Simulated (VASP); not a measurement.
Set up this calculation in VASP 6.6.1, as the native input.

- Task: single point
- Functional: r2SCAN
- Potentials or basis: VASP PAW PBE potentials, release 64 (B, P)
- Cutoff: 520 eV
- k mesh: 10 × 10 × 10
- Occupations: gaussian, width 0.02 eV
- Spin: no spin polarisation
- Dipole correction: no
- Further INCAR settings: ALGO = Normal; EDIFF = 1e-07; NBANDS = 11

The system is BP.

```
B P
1.0
     0.00000    2.26827    2.26827
     2.26827    0.00000    2.26827
     2.26827    2.26827    0.00000
B P
1 1
Direct
  0.00000 0.00000 0.00000
  0.25000 0.25000 0.25000
```

One way to write it, as run:

POSCAR

```
BP
1.0
    0.0000000000      2.2682668078      2.2682668078
    2.2682668078      0.0000000000      2.2682668078
    2.2682668078      2.2682668078      0.0000000000
B P
1 1
Direct
    0.0000000000      0.0000000000      0.0000000000
    0.2500000000      0.2500000000      0.2500000000
```

INCAR.step1

```
ALGO = Normal
EDIFF = 1E-4
ENCUT = 520
GGA = PE
ISMEAR = 0
LASPH = T
LCHARG = F
LREAL = F
LWAVE = T
NBANDS = 11
NELM = 80
PREC = Accurate
SIGMA = 0.02
```

INCAR.step2

```
ALGO = Normal
EDIFF = 1E-7
ENCUT = 520
ISIF = 2
ISMEAR = 0
ISTART = 1
LASPH = T
LCHARG = T
LELF = T
LMIXTAU = T
LREAL = F
LVHAR = T
LWAVE = F
METAGGA = R2SCAN
NBANDS = 11
NELM = 80
PREC = Accurate
SIGMA = 0.02
```

KPOINTS

```
k-points
0
Gamma
  10 10 10
```

Potentials or basis: VASP PAW PBE potentials, release 64 (B, P).

The run is started by

```console
$ cat potpaw_PBE.64/B/POTCAR potpaw_PBE.64/P/POTCAR > POTCAR
$ cp INCAR.step1 INCAR
$ mpirun -np 1 vasp_std > vasp.out
$ cp INCAR.step2 INCAR
$ mpirun -np 1 vasp_std > vasp.out
```

It gave:

```json
{
 "Pressure": "-0.5 GPa",
 "Band gap on the k mesh": "1.45 eV, indirect (least direct gap 3.64 eV)"
}
```

Caveat: the PAW data sets were made with another functional, which shifts forces and pressure a little.

Wall time 33 s on 1 thread of Intel(R) Xeon(R) Platinum 8259CL CPU @ 2.50GHz (Skylake/Cascade Lake) (shared host), peak memory 0.14 GiB.
